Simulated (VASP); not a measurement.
K, 1 atom in the cell. It takes space group Im-3m (No. 229, cubic). The conventional cell has a = 5.162 Å, b = 5.162 Å, c = 5.162 Å, α = 90.00°, β = 90.00°, γ = 90.00°. K (site symmetry m-3m) has 14 K at 4.47 to 5.16 Å within 5.9 Å. 

| Item | Value |
| --- | --- |
| Program | VASP 6.6.1 |
| Task | single point |
| Functional | PBE |
| Dispersion | D3(BJ) |
| Potentials or basis | VASP PAW PBE potentials, release 64 (K_sv) |
| Cutoff | 520 eV |
| k mesh | 12 × 12 × 12 |
| Occupations | gaussian, width 0.1 eV |
| Spin | no spin polarisation |
| Dipole correction | no |
| Further INCAR settings | ALGO = Normal; EDIFF = 1e-06; NBANDS = 10 |

Potentials or basis: VASP PAW PBE potentials, release 64 (K_sv).

The run is started by

```console
$ cat potpaw_PBE.64/K_sv/POTCAR > POTCAR
$ mpirun -np 1 vasp_std > vasp.out
```

Hardware: 1 thread of AMD EPYC 7R43 64-Core Processor (Zen 3), with other jobs on the host.

Task: Estimate the wall time of this run.

Result: Wall time 72 s on 1 thread of AMD EPYC 7R43 64-Core Processor (Zen 3), on a shared host, peak memory 0.2 GiB. Counts: scf iterations 11, k points 72.
